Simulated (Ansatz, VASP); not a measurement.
# Two plane-wave programs on GaN

The input POSCAR:

```
GaN
1.0
    0.0000000000      2.3661756379      2.1408255771
    2.3661756379      0.0000000000      2.1408255771
    2.3661756379      2.3661756379      0.0000000000
Ga N
1 1
Direct
    0.0000000000      0.0000000000      0.0000000000
    0.7500000000      0.7500000000      0.7500000000
```

INCAR.step1

```
SYSTEM = GaN
PREC     = Accurate       ! precision mode
ENCUT    = 520            ! plane-wave cutoff, eV
ISMEAR   = 0              ! smearing method
SIGMA    = 0.05           ! smearing width, eV
LREAL    = .False.        ! projectors in reciprocal space
LASPH    = .True.         ! aspherical terms in the spheres
NELM     = 60             ! most SCF steps
NBANDS   = 16             ! bands
GGA      = PE             ! functional
ALGO     = Normal         ! electronic algorithm
EDIFF    = 1E-4           ! SCF threshold, eV
LWAVE    = .True.         ! write WAVECAR
LCHARG   = .False.        ! write CHGCAR
```

File INCAR.step2:

```
SYSTEM = GaN
PREC     = Accurate       ! precision mode
ENCUT    = 520            ! plane-wave cutoff, eV
EDIFF    = 1E-6           ! SCF threshold, eV
ISMEAR   = 0              ! smearing method
SIGMA    = 0.05           ! smearing width, eV
LREAL    = .False.        ! projectors in reciprocal space
LASPH    = .True.         ! aspherical terms in the spheres
NELM     = 60             ! most SCF steps
ALGO     = Normal         ! electronic algorithm
ISIF     = 2              ! what is computed and relaxed
LWAVE    = .False.        ! write WAVECAR
LCHARG   = .True.         ! write CHGCAR
METAGGA  = R2SCAN         ! meta-GGA
LMIXTAU  = .True.       
LELF     = .True.         ! ELF
LVHAR    = .True.       
NBANDS   = 16             ! bands
ISTART   = 1
```

Contents of KPOINTS:

```
Automatic mesh
0
Gamma
  10 10 10
  0 0 0
```

Input for Ansatz:

```yaml
crystal:
  lattice:
    - [0.0, 2.3661756379, 2.1408255771]
    - [2.3661756379, 0.0, 2.1408255771]
    - [2.3661756379, 2.3661756379, 0.0]
  atoms:
    - { symbol: Ga, position: [0.0, 0.0, 0.0] }
    - { symbol: "N", position: [0.75, 0.75, 0.75] }
basis:
  ecutwfc: 500
kpoints:
  mp_grid: { grid: [10, 10, 10] }
hamiltonian:
  xc: r2scan
scf:
  occupations: { method: gaussian, width: 0.05 }
output:
  forces: true
  stress: true
  eigenvalues: true
```

Change from the starting cell: strain +0.050 along x and y, -0.050 along z, atoms carried along.

Alike in both runs: task single point; functional r2SCAN; k mesh 10 × 10 × 10; occupations gaussian, width 0.05 eV; no spin polarisation.

|  | VASP | Ansatz |
| --- | --- | --- |
| version | VASP 6.6.1 | Ansatz 0.2.0 |
| potentials or method | VASP PAW PBE potentials, release 64 (Ga_d, N), cutoff 520 eV | scalar-relativistic, plane waves, PAW |
| valence electrons in the cell | 18 | 18 |

```tsv
	VASP	Ansatz	Ansatz less VASP
gap on the k mesh at the Fermi level (eV)	1.53	1.54	+0.005
least direct gap on the mesh (eV)	1.53	1.54	+0.005
pressure (GPa)	-8.9	-9.8	-0.93
traceless stress, the component that is largest in VASP (GPa)	7.17	7.31	+0.144
```

VASP's potentials were made for PBE, not for r2SCAN.
